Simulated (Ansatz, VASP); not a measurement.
## One calculation of Ta2N, two programs

Contents of INCAR:

```
ALGO = Normal
EDIFF = 1E-6
ENCUT = 520
GGA = PS
ISIF = 2
ISMEAR = 0
LASPH = True
LCHARG = False
LREAL = False
LWAVE = False
NBANDS = 20
NELM = 80
PREC = Accurate
SIGMA = 0.15
```

File KPOINTS:

```
k-points
0
Gamma
  12 12 8
```

The input POSCAR:

```
Ta2N
1.0
    2.6862403415      0.0051797771      0.0213482906
   -1.3386343522      2.8918381219     -0.0394833594
    0.0334463008     -0.0521177627      4.7582358719
Ta N
2 1
Direct
    0.6774145943      0.2104656749      0.6857058420
    0.3110362283      0.8167030472      0.2768180337
    0.0115491773     -0.0271687221      0.0374761244
```

Input for Ansatz:

```yaml
crystal:
  lattice:
    - [2.6862403415, 0.0051797771, 0.0213482906]
    - [-1.3386343522, 2.8918381219, -0.0394833594]
    - [0.0334463008, -0.0521177627, 4.7582358719]
  atoms:
    - { symbol: Ta, position: [0.6774145943, 0.2104656749, 0.685705842] }
    - { symbol: Ta, position: [0.3110362283, 0.8167030472, 0.2768180337] }
    - { symbol: "N", position: [0.0115491773, -0.0271687221, 0.0374761244] }
basis:
  ecutwfc: 420
kpoints:
  mp_grid: { grid: [12, 12, 8] }
hamiltonian:
  xc: pbesol
scf:
  occupations: { method: gaussian, width: 0.15 }
output:
  forces: true
  stress: true
  eigenvalues: true
```

Change from the starting cell: all atoms moved at random, sigma 0.25 Å a component, cell strained at random, sigma 0.06.

Alike in both runs: task single point; functional PBEsol; k mesh 12 × 12 × 8; occupations gaussian, width 0.15 eV; no spin polarisation.

```csv
,VASP,Ansatz
version,VASP 6.6.1,Ansatz 0.2.0
potentials or method,"VASP PAW PBE potentials, release 64 (Ta_pv, N), cutoff 520 eV","scalar-relativistic, plane waves, PAW"
valence electrons in the cell,27,31
```

Ansatz gave:

```
gap on the k mesh at the Fermi level (eV)                     : none
pressure (GPa)                                                : 85.7
traceless stress, the component that is largest in VASP (GPa) : 61.65
rms of the force components (eV/Å)                            : 7.964
```

Task: Estimate VASP's values.

Result: gap on the k mesh at the Fermi level (eV): none; pressure (GPa): 88.5; traceless stress, the component that is largest in VASP (GPa): 64.14; rms of the force components (eV/Å): 8.303.

VASP's potentials were made for PBE, not for PBEsol. Atom by atom the forces differ by 0.363 eV/Å (rms over components). A gap of «none» marks a metal or a gap that the smearing closes. Both programs put the cell under a high pressure, so it lies far from rest at this level. The functional is the same, so the differences come from potentials, cutoffs and numerics. VASP's potentials hold 27 valence electrons a cell and Ansatz's 31, so a difference there can come from the potentials and not from the codes.

Neither program's run includes spin-orbit coupling. Noted on VASP's run: the cell as given lies far from equilibrium.
